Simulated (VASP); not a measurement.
# MnS (P6_3mc) in VASP: a series of runs

The runs below take MnS through single point, with PBE, PBEsol-based global hybrid with 25 % exact exchange.

Everything below comes from runs of VASP 6.6.1. Logs are shortened: lines on timing, memory, paths and dates and some standing lists are left out, and cuts for length are marked.

**1. The cell of the first run**

Symmetry: P6_3mc, No. 186, hexagonal system. The conventional cell has a = 3.954 Å, b = 3.954 Å, c = 6.343 Å, α = 90.00°, β = 90.00°, γ = 120.00°. Mn (site symmetry 3m) has 4 S at 2.36 to 2.42 Å within 3.1 Å. S (site symmetry 3m) has 4 Mn at 2.36 to 2.42 Å within 3.1 Å.

**2. Single point, PBE, collinear spin, ferrimagnetic start**

Contents of INCAR:

```
ALGO = Normal ; EDIFF = 1E-6
ENCUT = 520 ; GGA = PE
ISIF = 2 ; ISMEAR = -1
ISPIN = 2 ; LASPH = True
LCHARG = False ; LMAXMIX = 4
LORBIT = 11 ; LREAL = False
LWAVE = False ; MAGMOM = 0.92 -2.76 0 0
NBANDS = 31 ; NELM = 150
PREC = Accurate ; SIGMA = 0.05
```

Contents of KPOINTS:

```
k-points
0
Gamma
  8 8 4
```

Contents of POSCAR:

```
MnS
1.0
    3.9535769233      0.0000000000      0.0000000000
   -1.9767884617      3.4238980514      0.0000000000
    0.0000000000      0.0000000000      6.3425288600
Mn S
2 2
Direct
    0.6666666667      0.3333333333      0.4988446700
    0.3333333333      0.6666666667      0.9988446700
    0.3333333333      0.6666666667      0.6261543000
    0.6666666667      0.3333333333      0.1261543000
```

Potentials or basis: VASP PAW PBE potentials, release 64 (Mn_pv, S).

On the command line:

```console
cat potpaw_PBE.64/Mn_pv/POTCAR potpaw_PBE.64/S/POTCAR > POTCAR
mpirun -np 1 vasp_std > vasp.out
```

OUTCAR:

```text
EDIFF = 1E-6
   ENCUT = 520
   GGA = PE
   ISIF = 2
   ISMEAR = -1
   ISPIN = 2
   LASPH = True
   LORBIT = 11
   LREAL = False
   NELM = 150
   PREC = Accurate

 ion  position               nearest neighbor table
   1  0.667  0.333  0.499-   4 2.36   3 2.42   3 2.42   3 2.42
   2  0.333  0.667  0.999-   3 2.36   4 2.42   4 2.42   4 2.42
   3  0.333  0.667  0.626-   2 2.36   1 2.42   1 2.42   1 2.42
   4  0.667  0.333  0.126-   1 2.36   2 2.42   2 2.42   2 2.42

  LATTYP: Found a hexagonal cell.
 ALAT       =     3.9535769233
 C/A-ratio  =     1.6042507792

  Lattice vectors:

 A1 = (   3.9535769233,   0.0000000000,   0.0000000000)
 A2 = (  -1.9767884617,   3.4238980514,   0.0000000000)
 A3 = (   0.0000000000,   0.0000000000,   6.3425288600)

Analysis of symmetry for initial positions (statically):
=====================================================================
 Subroutine PRICEL returns:
 Original cell was already a primitive cell.

 Routine SETGRP: Setting up the symmetry group for a
 hexagonal supercell.

 Subroutine GETGRP returns: Found 12 space group operations
 (whereof  6 operations were pure point group operations)
 out of a pool of 24 trial point group operations.

The static configuration has the point symmetry C_3v.
 The point group associated with its full space group is C_6v.

Analysis of symmetry for dynamics (positions and initial velocities):
=====================================================================
 Subroutine PRICEL returns:
 Original cell was already a primitive cell.

 Routine SETGRP: Setting up the symmetry group for a
 hexagonal supercell.

 Subroutine GETGRP returns: Found 12 space group operations
 (whereof  6 operations were pure point group operations)
 out of a pool of 24 trial point group operations.

The dynamic configuration has the point symmetry C_3v.
 The point group associated with its full space group is C_6v.

Analysis of structural, dynamic, and magnetic symmetry:
=====================================================================
 Subroutine PRICEL returns:
 Original cell was already a primitive cell.

 Routine SETGRP: Setting up the symmetry group for a
 hexagonal supercell.

 Subroutine GETGRP returns: Found  6 space group operations
 (whereof  6 operations were pure point group operations)
 out of a pool of 24 trial point group operations.

The overall configuration has the point symmetry C_3v.

 Subroutine INISYM returns: Found  6 space group operations
 (whereof  6 operations are pure point group operations),
 and found     1 'primitive' translations

----------------------------------------------------------------------------------------

                                     Primitive cell

  volume of cell :      85.8566

  direct lattice vectors                    reciprocal lattice vectors
     3.953576923  0.000000000  0.000000000     0.252935511  0.146032385  0.000000000
    -1.976788462  3.423898051  0.000000000     0.000000000  0.292064771  0.000000000
     0.000000000  0.000000000  6.342528860     0.000000000  0.000000000  0.157665818

  length of vectors
     3.953576923  3.953576923  6.342528860     0.292064771  0.292064771  0.157665818

  position of ions in fractional coordinates (direct lattice)
     0.666666667  0.333333333  0.498844670
     0.333333333  0.666666667  0.998844670
     0.333333333  0.666666667  0.626154300
     0.666666667  0.333333333  0.126154300

  ion indices of the primitive-cell ions
   primitive index   ion index
                 1           1
                 2           2
                 3           3
                 4           4

----------------------------------------------------------------------------------------

 KPOINTS: k-points

Automatic generation of k-mesh.
 Grid dimensions read from file:
 generate k-points for:    8    8    4

 Generating k-lattice:

  Cartesian coordinates                     Fractional coordinates (reciprocal lattice)
     0.031616939  0.018254048  0.000000000     0.125000000  0.000000000  0.000000000
     0.000000000  0.036508096  0.000000000     0.000000000  0.125000000  0.000000000
     0.000000000  0.000000000  0.039416454     0.000000000  0.000000000  0.250000000

  Length of vectors
     0.036508096  0.036508096  0.039416454

  Shift w.r.t. Gamma in fractional coordinates (k-lattice)
     0.000000000  0.000000000  0.000000000

 Subroutine IBZKPT returns following result:
 ===========================================

 Found     35 irreducible k-points:

 Following reciprocal coordinates:
            Coordinates               Weight
  0.000000  0.000000  0.000000      1.000000
  0.125000  0.000000  0.000000      6.000000
  0.250000  0.000000  0.000000      6.000000
  0.375000  0.000000  0.000000      6.000000
  0.500000  0.000000  0.000000      3.000000
  0.125000  0.125000  0.000000      6.000000
[... 16 lines left out ...]
 -0.125000  0.500000  0.250000     12.000000
  0.250000  0.250000  0.250000     12.000000
 [... further k-points ...]
   k-points           NKPTS =     35   k-points in BZ     NKDIM =     35   number of bands    NBANDS=     31
   number of dos      NEDOS =    301   number of ions     NIONS =      4
   total plane-waves  NPLWV =  43200
   dimension x,y,z NGX =    30 NGY =   30 NGZ =   48
   dimension x,y,z NGXF=    60 NGYF=   60 NGZF=   96
   ions per type =               2   2
   NGX,Y,Z   is equivalent  to a cutoff of  12.61, 12.61, 12.58 a.u.
   NGXF,Y,Z  is equivalent  to a cutoff of  25.23, 25.23, 25.16 a.u.
 SYSTEM =  unknown system
   PREC   = accura    normal or accurate (medium, high low for compatibility)
   ISTART =      0    job   : 0-new  1-cont  2-samecut
   ICHARG =      2    charge: 1-file 2-atom 10-const
   ISPIN  =      2    spin polarized calculation?
   LNONCOLLINEAR =      F non collinear calculations
   LSORBIT =      F    spin-orbit coupling
   LASPH  =      T    aspherical Exc in radial PAW
   ENCUT  =  520.0 eV  38.22 Ry    6.18 a.u.   7.35  7.35 11.79*2*pi/ulx,y,z
   NELM   =    150;   NELMIN=  2; NELMDL= -5     # of ELM steps
   EDIFF  = 0.1E-05   stopping-criterion for ELM
   LREAL  =      F    real-space projection
   EDIFFG = 0.1E-04   stopping-criterion for IOM
   NSW    =      0    number of steps for IOM
   IBRION =     -1    ionic relax: 0-MD 1-quasi-New 2-CG
   NFREE  =      0    steps in history (QN), initial steepest desc. (CG)
   ISIF   =      2    stress and relaxation
   ISYM   =      2    0-nonsym 1-usesym 2-fastsym
   POTIM  = 0.5000    time-step for ionic-motion
   TEBEG  =    0.0;   TEEND  =   0.0 temperature during run
   PSTRESS=    0.0 pullay stress
   NELECT =      38.0000    total number of electrons
   NUPDOWN=      -1.0000    fix difference up-down
   EMIN   =  10.00;   EMAX   =-10.00  energy-range for DOS
   EFERMI =   0.00;   METHOD = LEGACY
   ISMEAR =    -1;   SIGMA  =   0.05  broadening in eV -4-tet -1-fermi 0-gaus
   EFERMI_NEDOS =   21; number of points for ismear=-14 and -15
   IALGO  =     38    algorithm
   IMIX   =      4    mixing-type and parameters
     AMIX     =   0.40;   BMIX     =  1.00
     AMIX_MAG =   1.60;   BMIX_MAG =  1.00
  volume/ion in A,a.u.               =      21.46       144.85
  Fermi-wavevector in a.u.,A,eV,Ry     =   1.247608  2.357638 21.177824  1.556526
  Thomas-Fermi vector in A             =   2.381733
   LORBIT       =     11    0 simple, 1 ext, 2 COOP (PROOUT), +10 PAW based schemes
   GGA     = PE    functional components
   LHFCALC =     F    Hartree Fock is set to
   AEXX    =    0.0000 exact exchange contribution
   IVDW    =     0    specifies the selected vdW correction
   LEPSILON=     F    determine dielectric tensor
   LRPA    =     F    only Hartree local field effects (RPA)
 spin polarized calculation
  energy-cutoff  :      520.00
  volume of cell :       85.86
 maximum number of plane-waves:      2340
 NGX is ok and might be reduce to    30
   NGX = 15   NGY = 15   NGZ = 23

 number of electron      37.9999986 magnetization      -0.0116180

 number of electron      37.9999986 magnetization       0.0005922

 Free energy of the ion-electron system (eV)
  ---------------------------------------------------
  ext. energy  EPLUGINS =         0.00000000
  ---------------------------------------------------
  free energy    TOTEN  =       -28.61533414 eV

  energy without entropy =      -28.61530934  energy(sigma->0) =      -28.61532174

 E-fermi :   4.6313     XC(G=0):  -9.4144

 val. band max:        4.2403012733   @ k =   0.0000   0.0000   0.5000
 cond. band min:       5.0642191612   @ k =   0.3750   0.2500   0.5000
 fundamental gap:      0.8239178879
 Fermi energy:         4.6312662711

 spin component 1

 k-point     1 :       0.0000    0.0000    0.0000
  band No.  band energies     occupation
      1     -45.8949      1.00000
      2     -45.8949      1.00000
      3     -45.8397      1.00000
      4     -41.4633      1.00000
      5     -41.4516      1.00000
      6     -41.4516      1.00000
[... 23 lines left out ...]
     30      12.3547      0.00000
     31      12.3547      0.00000

 k-point     2 :       0.1250    0.0000    0.0000
  band No.  band energies     occupation
      1     -45.8953      1.00000
      2     -45.8950      1.00000
      3     -45.8397      1.00000
      4     -41.4633      1.00000
      5     -41.4522      1.00000
      6     -41.4518      1.00000
[... 23 lines left out ...]
     30      11.9896      0.00000
     31      12.3950      0.00000

 k-point     3 :       0.2500    0.0000    0.0000
  band No.  band energies     occupation
      1     -45.8962      1.00000
      2     -45.8953      1.00000
      3     -45.8396      1.00000
      4     -41.4631      1.00000
      5     -41.4535      1.00000
      6     -41.4521      1.00000
[... 703 lines left out ...]
     30      12.6458      0.00000
     31      12.9818      0.00000

 k-point    24 :       0.2500    0.2500    0.2500
  band No.  band energies     occupation
      1     -45.8971      1.00000
      2     -45.8960      1.00000
      3     -45.8395      1.00000
      4     -41.4629      1.00000
      5     -41.4548      1.00000
      6     -41.4532      1.00000
[... 23 lines left out ...]
     30      12.1488      0.00000
     31      12.8084      0.00000

 [... further k-points ...]

 spin component 2

 k-point     1 :       0.0000    0.0000    0.0000
  band No.  band energies     occupation
      1     -45.8932      1.00000
      2     -45.8932      1.00000
      3     -45.8384      1.00000
      4     -41.4643      1.00000
      5     -41.4526      1.00000
      6     -41.4526      1.00000
[... 23 lines left out ...]
     30      12.3545      0.00000
     31      12.3545      0.00000

 k-point     2 :       0.1250    0.0000    0.0000
  band No.  band energies     occupation
      1     -45.8936      1.00000
      2     -45.8933      1.00000
      3     -45.8383      1.00000
      4     -41.4642      1.00000
      5     -41.4532      1.00000
      6     -41.4528      1.00000
[... 23 lines left out ...]
     30      11.9895      0.00000
     31      12.3949      0.00000

 k-point     3 :       0.2500    0.0000    0.0000
  band No.  band energies     occupation
      1     -45.8945      1.00000
      2     -45.8936      1.00000
      3     -45.8382      1.00000
      4     -41.4641      1.00000
      5     -41.4545      1.00000
      6     -41.4531      1.00000
[... 703 lines left out ...]
     30      12.6631      0.00000
     31      13.1359      0.00000

 k-point    24 :       0.2500    0.2500    0.2500
  band No.  band energies     occupation
      1     -45.8954      1.00000
      2     -45.8943      1.00000
      3     -45.8381      1.00000
      4     -41.4639      1.00000
      5     -41.4557      1.00000
      6     -41.4542      1.00000
[... 23 lines left out ...]
     30      12.1486      0.00000
     31      12.8084      0.00000

 [... further k-points ...]

------------------------ aborting loop because EDIFF is reached ----------------------------------------

  FORCE on cell =-STRESS in cart. coord.  units (eV):
  Direction    XX          YY          ZZ          XY          YZ          ZX
  --------------------------------------------------------------------------------------
  -------------------------------------------------------------------------------------
  Total        0.0398747      0.0398747     -0.8318403     -0.0000000      0.0000000      0.0000000
  in kB        0.7441047      0.7441047    -15.5230497     -0.0000000      0.0000000      0.0000000
  external PRESSURE =      -4.6782801 kB  Pullay stress =       0.0000000 kB

 VOLUME and BASIS-vectors are now :
 -----------------------------------------------------------------------------
  energy-cutoff  :      520.00
  volume of cell :       85.86
      direct lattice vectors                 reciprocal lattice vectors
     3.953576923  0.000000000  0.000000000     0.252935511  0.146032385  0.000000000
    -1.976788462  3.423898051  0.000000000     0.000000000  0.292064771  0.000000000
     0.000000000  0.000000000  6.342528860     0.000000000  0.000000000  0.157665818

 POSITION                                       TOTAL-FORCE (eV/Angst)
 -----------------------------------------------------------------------------------
      1.97679      1.14130      3.16394        -0.000000     -0.000000     -0.162652
     -0.00000      2.28260      6.33520        -0.000000      0.000000     -0.162388
     -0.00000      2.28260      3.97140        -0.000000     -0.000000      0.161992
      1.97679      1.14130      0.80014         0.000000      0.000000      0.163048
 -----------------------------------------------------------------------------------
    total drift:                                0.000000      0.000001      0.001775

  FREE ENERGIE OF THE ION-ELECTRON SYSTEM (eV)
  ---------------------------------------------------
  free  energy   TOTEN  =       -28.6153341387 eV

  energy  without entropy=      -28.6153093379  energy(sigma->0) =      -28.61532174

 total charge

# of ion       s       p       d       tot
------------------------------------------
    1        0.261   6.209   4.943  11.413
    2        0.261   6.209   4.942  11.412
    3        1.314   2.445   0.000   3.759
    4        1.314   2.445   0.000   3.759
--------------------------------------------------
tot          3.150  17.307   9.885  30.342

 magnetization (x)

# of ion       s       p       d       tot
------------------------------------------
    1        0.032   0.049   4.069   4.150
    2       -0.032  -0.049  -4.069  -4.150
    3        0.005   0.028   0.000   0.034
    4       -0.005  -0.028   0.000  -0.034
--------------------------------------------------
tot          0.000   0.000  -0.000   0.000
```

Wall time 3.7 min (1 thread of Intel Xeon Platinum 8488C (Sapphire Rapids), shared host); peak memory 0.31 GiB.

What came out:

* Free energy: -28.6153 eV
* Pressure: -0.5 GPa
* Largest force: 0.163 eV/Å
* Band gap on the k mesh: 0.82 eV (least direct gap 1.50 eV)
* Net moment: 0.00 μB per cell
* Site moments: Mn +4.15, -4.15; S +0.03, -0.03 μB
* Valence electrons inside the program's atomic spheres: Mn 11.41; S 3.76

Forces in eV/Å, atoms in the order of the input:
```
Mn   0.000  0.000 -0.163
Mn   0.000  0.000 -0.162
S    0.000  0.000  0.162
S    0.000  0.000  0.163
```

Levels at points of the mesh, in eV from the valence-band top:
Spin up:
```tsv
k point	band 17	band 18	band 19	band 20	band 21	band 22
(0.00, 0.00, 0.00)	-0.84	-0.02	-0.02	1.48	1.48	1.96
(0.50, 0.00, 0.00)	-2.15	-1.65	-0.95	1.12	1.44	1.56
(0.00, 0.00, 0.50)	-0.82	0.00	0.00	1.57	1.57	2.16
(0.50, 0.00, 0.50)	-2.07	-0.96	-0.89	1.12	1.39	1.64
```
Spin down:
| k point | band 16 | band 17 | band 18 | band 19 | band 20 | band 21 | band 22 | band 23 |
| --- | --- | --- | --- | --- | --- | --- | --- | --- |
| (0.00, 0.00, 0.00) | -2.32 | -0.84 | -0.02 | -0.02 | 1.48 | 1.48 | 1.96 | 2.68 |
| (0.50, 0.00, 0.00) | -2.20 | -2.15 | -1.65 | -0.95 | 1.12 | 1.44 | 1.56 | 1.93 |
| (0.00, 0.00, 0.50) | -2.22 | -0.82 | 0.00 | 0.00 | 1.57 | 1.57 | 2.16 | 2.87 |
| (0.50, 0.00, 0.50) | -2.22 | -2.07 | -0.96 | -0.89 | 1.12 | 1.39 | 1.64 | 1.95 |

**3. Single point, PBEsol-based global hybrid with 25 % exact exchange, collinear spin, ferromagnetic start**

POSCAR is that of step 2.

Contents of INCAR.step1:

```
SYSTEM = MnS
ALGO = Normal ; EDIFF = 1E-5
ENCUT = 520 ; GGA = PE
ISIF = 2 ; ISMEAR = -1
ISPIN = 2 ; KPAR = 4
LASPH = .TRUE. ; LMAXMIX = 4
LORBIT = 11 ; LREAL = .FALSE.
LWAVE = .TRUE. ; MAGMOM = 4 4 0 0
NBANDS = 31 ; NELM = 150
PREC = Accurate ; SIGMA = 0.05
```

Contents of INCAR.step2:

```
SYSTEM = MnS
AEXX = 0.25 ; ALGO = Normal
EDIFF = 1E-6 ; ENCUT = 520
GGA = PS ; ISIF = 2
ISMEAR = -1 ; ISPIN = 2
ISTART = 1 ; KPAR = 4
LASPH = .TRUE. ; LCHARG = .TRUE.
LHFCALC = .TRUE. ; LMAXMIX = 4
LORBIT = 11 ; LREAL = .FALSE.
LVHAR = .TRUE. ; LWAVE = .FALSE.
MAGMOM = 4 4 0 0 ; NBANDS = 31
NELM = 150 ; PREC = Accurate
PRECFOCK = Normal ; SIGMA = 0.05
```

Contents of KPOINTS:

```
k-points
0
G
  4 4 2
  0 0 0
```

Potentials or basis: VASP PAW PBE potentials, release 64 (Mn_pv, S).

On the command line:

```console
cat potpaw_PBE.64/Mn_pv/POTCAR potpaw_PBE.64/S/POTCAR > POTCAR
cp INCAR.step1 INCAR
mpirun -np 4 vasp_std > vasp.out
cp INCAR.step2 INCAR
mpirun -np 4 vasp_std > vasp.out
```

Run time: 11 min. Hardware: 4 MPI ranks of Intel Xeon Platinum 8259CL at 2.50GHz (Skylake/Cascade Lake), shared host; peak memory 0.27 GiB.

The run converged. Its results:

| Item | Value |
| --- | --- |
| Free energy | -45.2773 eV |
| Pressure | 2.6 GPa |
| Largest force | 0.323 eV/Å |
| Band gap on the k mesh | 2.67 eV (least direct gap 2.88 eV) |
| Net moment | 10.00 μB per cell |
| Site moments | Mn +4.51; S +0.05 μB |
| Valence electrons inside the program's atomic spheres | Mn 11.38; S 3.80 |

Forces on the atoms (eV/Å):
```
Mn   0.000  0.000  0.323
Mn   0.000  0.000  0.323
S    0.000  0.000 -0.323
S    0.000  0.000 -0.323
```

Stress tensor (GPa, compression positive):
```
1.73 0.00 0.00
0.00 1.73 0.00
0.00 0.00 4.32
```

Levels at points of the mesh, in eV from the valence-band top:
Spin up:
```csv
k point,band 21,band 22,band 23,band 24,band 25,band 26,band 27,band 28
"(0.00, 0.00, 0.00)",-1.21,-0.04,0.00,0.00,2.88,4.55,7.65,7.65
"(0.50, 0.00, 0.00)",-3.45,-2.93,-1.74,-1.08,5.13,5.55,6.03,8.10
"(0.00, 0.00, 0.50)",-0.63,-0.63,-0.63,-0.63,4.53,4.53,7.73,7.73
"(0.50, 0.00, 0.50)",-1.98,-1.98,-1.82,-1.82,4.73,4.73,6.95,6.95
```
Spin down:
```tsv
k point	band 10	band 11	band 12	band 13	band 14	band 15	band 16	band 17	band 18	band 19
(0.00, 0.00, 0.00)	-3.14	-3.14	-3.11	-3.08	-3.08	3.65	3.65	3.75	3.79	4.40
(0.50, 0.00, 0.00)	-4.78	-4.20	-3.43	-3.41	-3.09	2.67	3.01	3.71	4.17	4.21
(0.00, 0.00, 0.50)	-4.50	-3.12	-3.12	-3.12	-3.12	4.15	4.15	4.15	4.15	4.86
(0.50, 0.00, 0.50)	-5.45	-3.35	-3.35	-3.26	-3.26	3.23	3.23	3.98	3.98	4.41
```

Caveat: the k points lie up to 0.50 Å⁻¹ apart; the PAW data sets were made with another functional, which shifts forces and pressure a little; the run started ferromagnetic, and an antiferromagnetic order may lie lower in energy.
